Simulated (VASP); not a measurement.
Zn, 2 atoms in the cell. It takes space group P6_3/mmc (No. 194, hexagonal). The conventional cell has a = 2.674 Å, b = 2.674 Å, c = 4.963 Å, α = 90.00°, β = 90.00°, γ = 120.00°. Zn (site symmetry -6m2) has 12 Zn at 2.67 to 2.92 Å within 3.5 Å.  This cell differs from its parent crystal: volume scaled by 1.01.

* Program: VASP 6.6.1
* Task: electric field gradients
* Functional: PBEsol
* Potentials or basis: VASP PAW PBE potentials, release 64 (Zn)
* Cutoff: 520 eV
* k mesh: 18 × 18 × 8
* Occupations: fermi-dirac, width 0.03 eV
* Spin: no spin polarisation
* Dipole correction: no
* Further INCAR settings: ALGO = Normal; EDIFF = 1e-08; NBANDS = 19

Potentials or basis: VASP PAW PBE potentials, release 64 (Zn).

The run is started by

```sh
$ cat potpaw_PBE.64/Zn/POTCAR > POTCAR
$ mpirun -np 1 vasp_std > vasp.out
```

Hardware: 1 thread of AMD EPYC 9R45 96-Core Processor (Zen 5) (shared host).

**Question.** How long does it take, and how much memory?

**Answer.** Wall time 40 s on 1 thread of AMD EPYC 9R45 96-Core Processor (Zen 5), with other jobs on the host, peak memory 0.18 GiB. Counts: scf iterations 13, k points 185.
